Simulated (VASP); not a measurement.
# Zn (Fm-3m) in VASP: further runs, part 2 of 2

VASP 6.6.1. Earlier steps stand in the parts before.

## (3) Single point, PBE

This run uses another cell than the first one, of 15.16 Å³/atom, 1.015 times its volume.

The input, INCAR:

```
  PREC = Accurate
  ENCUT = 520
  EDIFF = 1E-6
  ISMEAR = 1
  SIGMA = 0.05
  LREAL = F
  LASPH = T
  NELM = 60
  ALGO = Normal
  ISIF = 2
  LWAVE = F
  LCHARG = F
  GGA = PE
  NBANDS = 12
```

The input, KPOINTS:

```
regular mesh
0
Gamma
  20 20 20
```

The input, POSCAR:

```
Zn
1.0
    0.0000000000      1.9644062851      1.9644062851
    1.9644062851      0.0000000000      1.9644062851
    1.9644062851      1.9644062851      0.0000000000
Zn
1
Direct
    0.0000000000      0.0000000000      0.0000000000
```

Potentials or basis: VASP PAW PBE potentials, release 64 (Zn).

On the command line:

```
> cat potpaw_PBE.64/Zn/POTCAR > POTCAR
> mpirun -np 1 vasp_std > vasp.out
```

OUTCAR:

```text
PREC = Accurate
   ENCUT = 520
   EDIFF = 1E-6
   ISMEAR = 1
   LREAL = F
   LASPH = T
   NELM = 60
   ISIF = 2
   GGA = PE

 ion  position               nearest neighbor table
   1  0.000  0.000  0.000-

  LATTYP: Found a face centered cubic cell.
 ALAT       =     3.9288125702

  Lattice vectors:

 A1 = (   0.0000000000,   1.9644062851,   1.9644062851)
 A2 = (   1.9644062851,   0.0000000000,   1.9644062851)
 A3 = (   1.9644062851,   1.9644062851,   0.0000000000)

Analysis of symmetry for initial positions (statically):
=====================================================================
 Subroutine PRICEL returns:
 Original cell was already a primitive cell.

 Routine SETGRP: Setting up the symmetry group for a
 face centered cubic supercell.

 Subroutine GETGRP returns: Found 48 space group operations
 (whereof 48 operations were pure point group operations)
 out of a pool of 48 trial point group operations.

The static configuration has the point symmetry O_h .

Analysis of symmetry for dynamics (positions and initial velocities):
=====================================================================
 Subroutine PRICEL returns:
 Original cell was already a primitive cell.

 Routine SETGRP: Setting up the symmetry group for a
 face centered cubic supercell.

 Subroutine GETGRP returns: Found 48 space group operations
 (whereof 48 operations were pure point group operations)
 out of a pool of 48 trial point group operations.

The dynamic configuration has the point symmetry O_h .

 Subroutine INISYM returns: Found 48 space group operations
 (whereof 48 operations are pure point group operations),
 and found     1 'primitive' translations

----------------------------------------------------------------------------------------

                                     Primitive cell

  volume of cell :      15.1609

  direct lattice vectors                    reciprocal lattice vectors
     0.000000000  1.964406285  1.964406285    -0.254529831  0.254529831  0.254529831
     1.964406285  0.000000000  1.964406285     0.254529831 -0.254529831  0.254529831
     1.964406285  1.964406285  0.000000000     0.254529831  0.254529831 -0.254529831

  length of vectors
     2.778090010  2.778090010  2.778090010     0.440858600  0.440858600  0.440858600

  position of ions in fractional coordinates (direct lattice)
     0.000000000  0.000000000  0.000000000

  ion indices of the primitive-cell ions
   primitive index   ion index
                 1           1

----------------------------------------------------------------------------------------

 KPOINTS: regular mesh

Automatic generation of k-mesh.
 Grid dimensions read from file:
 generate k-points for:   20   20   20

 Generating k-lattice:

  Cartesian coordinates                     Fractional coordinates (reciprocal lattice)
    -0.012726492  0.012726492  0.012726492     0.050000000  0.000000000  0.000000000
     0.012726492 -0.012726492  0.012726492     0.000000000  0.050000000  0.000000000
     0.012726492  0.012726492 -0.012726492     0.000000000  0.000000000  0.050000000

  Length of vectors
     0.022042930  0.022042930  0.022042930

  Shift w.r.t. Gamma in fractional coordinates (k-lattice)
     0.000000000  0.000000000  0.000000000

 Subroutine IBZKPT returns following result:
 ===========================================

 Found    256 irreducible k-points:

 Following reciprocal coordinates:
            Coordinates               Weight
  0.000000  0.000000  0.000000      1.000000
  0.050000  0.000000  0.000000      8.000000
  0.100000  0.000000  0.000000      8.000000
  0.150000  0.000000  0.000000      8.000000
  0.200000  0.000000  0.000000      8.000000
  0.250000  0.000000  0.000000      8.000000
[... 16 lines left out ...]
 -0.400000  0.050000  0.000000     24.000000
 -0.350000  0.050000  0.000000     24.000000
 [... further k-points ...]
   k-points           NKPTS =    256   k-points in BZ     NKDIM =    256   number of bands    NBANDS=     12
   number of dos      NEDOS =    301   number of ions     NIONS =      1
   total plane-waves  NPLWV =  13824
   dimension x,y,z NGX =    24 NGY =   24 NGZ =   24
   dimension x,y,z NGXF=    48 NGYF=   48 NGZF=   48
   ions per type =               1
   NGX,Y,Z   is equivalent  to a cutoff of  14.36, 14.36, 14.36 a.u.
   NGXF,Y,Z  is equivalent  to a cutoff of  28.72, 28.72, 28.72 a.u.
 SYSTEM =  unknown system
   PREC   = accura    normal or accurate (medium, high low for compatibility)
   ISTART =      0    job   : 0-new  1-cont  2-samecut
   ICHARG =      2    charge: 1-file 2-atom 10-const
   ISPIN  =      1    spin polarized calculation?
   LNONCOLLINEAR =      F non collinear calculations
   LSORBIT =      F    spin-orbit coupling
   LASPH  =      T    aspherical Exc in radial PAW
   ENCUT  =  520.0 eV  38.22 Ry    6.18 a.u.   5.17  5.17  5.17*2*pi/ulx,y,z
   NELM   =     60;   NELMIN=  2; NELMDL= -5     # of ELM steps
   EDIFF  = 0.1E-05   stopping-criterion for ELM
   LREAL  =      F    real-space projection
   EDIFFG = 0.1E-04   stopping-criterion for IOM
   NSW    =      0    number of steps for IOM
   IBRION =     -1    ionic relax: 0-MD 1-quasi-New 2-CG
   NFREE  =      0    steps in history (QN), initial steepest desc. (CG)
   ISIF   =      2    stress and relaxation
   ISYM   =      2    0-nonsym 1-usesym 2-fastsym
   POTIM  = 0.5000    time-step for ionic-motion
   TEBEG  =    0.0;   TEEND  =   0.0 temperature during run
   PSTRESS=    0.0 pullay stress
   NELECT =      12.0000    total number of electrons
   NUPDOWN=      -1.0000    fix difference up-down
   EMIN   =  10.00;   EMAX   =-10.00  energy-range for DOS
   EFERMI =   0.00;   METHOD = LEGACY
   ISMEAR =     1;   SIGMA  =   0.05  broadening in eV -4-tet -1-fermi 0-gaus
   EFERMI_NEDOS =   21; number of points for ismear=-14 and -15
   IALGO  =     38    algorithm
   IMIX   =      4    mixing-type and parameters
     AMIX     =   0.40;   BMIX     =  1.00
     AMIX_MAG =   1.60;   BMIX_MAG =  1.00
  volume/ion in A,a.u.               =      15.16       102.31
  Fermi-wavevector in a.u.,A,eV,Ry     =   1.514354  2.861713 31.201785  2.293267
  Thomas-Fermi vector in A             =   2.624022
   LORBIT       =      0    0 simple, 1 ext, 2 COOP (PROOUT), +10 PAW based schemes
   GGA     = PE    functional components
   LHFCALC =     F    Hartree Fock is set to
   AEXX    =    0.0000 exact exchange contribution
   IVDW    =     0    specifies the selected vdW correction
   LEPSILON=     F    determine dielectric tensor
   LRPA    =     F    only Hartree local field effects (RPA)
 non-spin polarized calculation
 Methfessel and Paxton  Order N= 1 SIGMA  =   0.05
  energy-cutoff  :      520.00
  volume of cell :       15.16
 maximum number of plane-waves:       423
 NGX is ok and might be reduce to    24
   NGX = 11   NGY = 11   NGZ = 11

 number of electron      12.0000008 magnetization

 Free energy of the ion-electron system (eV)
  ---------------------------------------------------
  ext. energy  EPLUGINS =         0.00000000
  ---------------------------------------------------
  free energy    TOTEN  =        -1.08757026 eV

  energy without entropy =       -1.08749787  energy(sigma->0) =       -1.08754613

 E-fermi :   3.1379     XC(G=0): -11.5797

 val. band max:        3.0399565001   @ k =  -0.3500   0.4500   0.2000
 cond. band min:       3.1536385845   @ k =  -0.4000   0.2000   0.0000
 fundamental gap:      0.1136820844
 Fermi energy:         3.1379068620

 k-point     1 :       0.0000    0.0000    0.0000
  band No.  band energies     occupation
      1      -7.2709      2.00000
      2      -4.5334      2.00000
      3      -4.5334      2.00000
      4      -4.5334      2.00000
      5      -4.1535      2.00000
      6      -4.1535      2.00000
      7      21.3660      0.00000
      8      21.3661      0.00000
      9      21.3661      0.00000
     10      21.9844      0.00000
     11      24.1422      0.00000
     12      24.1422      0.00000

 k-point     2 :       0.0500    0.0000    0.0000
  band No.  band energies     occupation
      1      -7.1952      2.00000
      2      -4.5398      2.00000
      3      -4.5247      2.00000
      4      -4.5246      2.00000
      5      -4.1561      2.00000
      6      -4.1561      2.00000
      7      19.8851      0.00000
      8      21.1052      0.00000
      9      21.1053      0.00000
     10      21.8051      0.00000
     11      24.5310      0.00000
     12      24.5310      0.00000
[... 316 lines left out ...]
 k-point    24 :      -0.3500    0.0500    0.0000
  band No.  band energies     occupation
      1      -5.2356      2.00000
      2      -4.5084      2.00000
      3      -4.4928      2.00000
      4      -3.9869      2.00000
      5      -3.9829      2.00000
      6      -2.5585      2.00000
      7       5.6891      0.00000
      8      16.9365      0.00000
      9      19.1128      0.00000
     10      20.7075      0.00000
     11      22.4982      0.00000
     12      23.7426      0.00000

 [... further k-points ...]
[... 5 lines left out ...]
  --------------------------------------------------------------------------------------
  -------------------------------------------------------------------------------------
  Total        0.0378229      0.0378229      0.0378229      0.0000000      0.0000000      0.0000000
  in kB        3.9970648      3.9970648      3.9970648      0.0000000      0.0000000      0.0000000
  external PRESSURE =       3.9970648 kB  Pullay stress =       0.0000000 kB

 VOLUME and BASIS-vectors are now :
 -----------------------------------------------------------------------------
  energy-cutoff  :      520.00
  volume of cell :       15.16
      direct lattice vectors                 reciprocal lattice vectors
     0.000000000  1.964406285  1.964406285    -0.254529831  0.254529831  0.254529831
     1.964406285  0.000000000  1.964406285     0.254529831 -0.254529831  0.254529831
     1.964406285  1.964406285  0.000000000     0.254529831  0.254529831 -0.254529831

 POSITION                                       TOTAL-FORCE (eV/Angst)
 -----------------------------------------------------------------------------------
      0.00000      0.00000      0.00000         0.000000      0.000000     -0.000000
 -----------------------------------------------------------------------------------
    total drift:                               -0.000000      0.000000      0.000000

  FREE ENERGIE OF THE ION-ELECTRON SYSTEM (eV)
  ---------------------------------------------------
  free  energy   TOTEN  =        -1.0875702597 eV

  energy  without entropy=       -1.0874978679  energy(sigma->0) =       -1.08754613
```

OSZICAR:

```text
N       E                     dE             d eps       ncg     rms          rms(c)
DAV:   1     0.420708949417E+02    0.42071E+02   -0.65983E+03  6332   0.158E+03
DAV:   2     0.983727504010E-01   -0.41973E+02   -0.39290E+02  6392   0.214E+02
DAV:   3    -0.118350154317E+01   -0.12819E+01   -0.12800E+01  7060   0.369E+01
DAV:   4    -0.118642149277E+01   -0.29199E-02   -0.29198E-02  6984   0.170E+00
DAV:   5    -0.118642369598E+01   -0.22032E-05   -0.22033E-05  7008   0.458E-02    0.280E+00
DAV:   6    -0.109429846952E+01    0.92125E-01   -0.49409E-01  7396   0.142E+01    0.213E+00
DAV:   7    -0.108963986608E+01    0.46586E-02   -0.90673E-03  6720   0.185E+00    0.108E+00
DAV:   8    -0.108756192394E+01    0.20779E-02   -0.10993E-03  7304   0.476E-01    0.364E-02
DAV:   9    -0.108757017536E+01   -0.82514E-05   -0.88925E-05  8416   0.126E-01    0.220E-02
DAV:  10    -0.108757025969E+01   -0.84330E-07   -0.52791E-06  6636   0.357E-02
   1 F= -.10875703E+01 E0= -.10875461E+01  d E =-.723918E-04
```

stdout:

```text
POSCAR found type information on POSCAR Zn
 POSCAR found :  1 types and       1 ions
 scaLAPACK will be used
 LDA part: xc-table for (Slater+PW92), standard interpolation
 POSCAR, INCAR and KPOINTS ok, starting setup
 FFT: planning ... GRIDC
 FFT: planning ... GRID_SOFT
 FFT: planning ... GRID
 WAVECAR not read
 entering main loop
```

Wall time 32 s (1 thread of Intel Xeon Platinum 8259CL at 2.50GHz (Skylake/Cascade Lake), shared host); peak memory 0.17 GiB.

Results:

| Quantity | Value |
| --- | --- |
| Free energy | -1.0876 eV |
| Pressure | 0.4 GPa |
| Band gap on the k mesh | zero (band 6 reaches 5.34 eV, above the bottom of band 7 at 1.71 eV) |

## (4) Single point, PBE

This run uses another cell than the first one, of 15.39 Å³/atom, 1.030 times its volume.

The input, INCAR:

```
PREC = Accurate
ENCUT = 520
EDIFF = 1E-7
ISMEAR = 1
SIGMA = 0.05
LREAL = F
LASPH = T
NELM = 100
ALGO = Normal
ISIF = 2
LWAVE = F
LCHARG = T
GGA = PE
LELF = T
LVHAR = T
NBANDS = 12
```

The input, KPOINTS:

```
Automatic mesh
0
Gamma
  20 20 20
```

The input, POSCAR:

```
Zn
1.0
    0.0000000000      1.9741796116      1.9741796116
    1.9741796116      0.0000000000      1.9741796116
    1.9741796116      1.9741796116      0.0000000000
Zn
1
Direct
    0.0000000000      0.0000000000      0.0000000000
```

On the command line:

```
> cat potpaw_PBE.64/Zn/POTCAR > POTCAR
> mpirun -np 1 vasp_std > vasp.out
```

Wall time 34 s (1 thread of Intel Xeon Platinum 8259CL at 2.50GHz (Skylake/Cascade Lake), shared host); peak memory 0.17 GiB.

The run converged. Its results:

* Free energy: -1.0873 eV
* Pressure: -0.7 GPa
* Band gap on the k mesh: zero (band 6 reaches 5.22 eV, above the bottom of band 7 at 1.58 eV)

Levels at points of the mesh, in eV from the Fermi level:
```
           k point  band 2  band 3  band 4  band 5  band 6  band 7  band 8  band 9  band 10  band 11
(0.00, 0.00, 0.00)   -7.63   -7.63   -7.63   -7.26   -7.26   18.03   18.03   18.03    18.74    20.82
(0.50, 0.00, 0.00)   -7.63   -7.63   -6.98   -6.98   -2.88   -1.45   15.04   15.04    17.29    18.75
(0.50, 0.50, 0.00)   -8.22   -7.00   -6.91   -6.91   -1.00    1.63    8.31    8.31    11.94    13.05
```

## (5) Overview

```csv
cell,gap on the mesh (eV),pressure (GPa)
"a = 2.764 Å, angles 60.0°, 1 atom",none,1.5
"a = 2.778 Å, angles 60.0°, 1 atom",none,0.4
"a = 2.792 Å, angles 60.0°, 1 atom",none,-0.7
```

Alike in all rows: task single point; level PBE; potentials or basis VASP PAW PBE potentials, release 64 (Zn); no spin polarisation; k mesh 20 × 20 × 20; cutoff (eV) 520; smearing methfessel-paxton 0.05 eV.

Absolute energies hang on the potentials; compare differences alone.
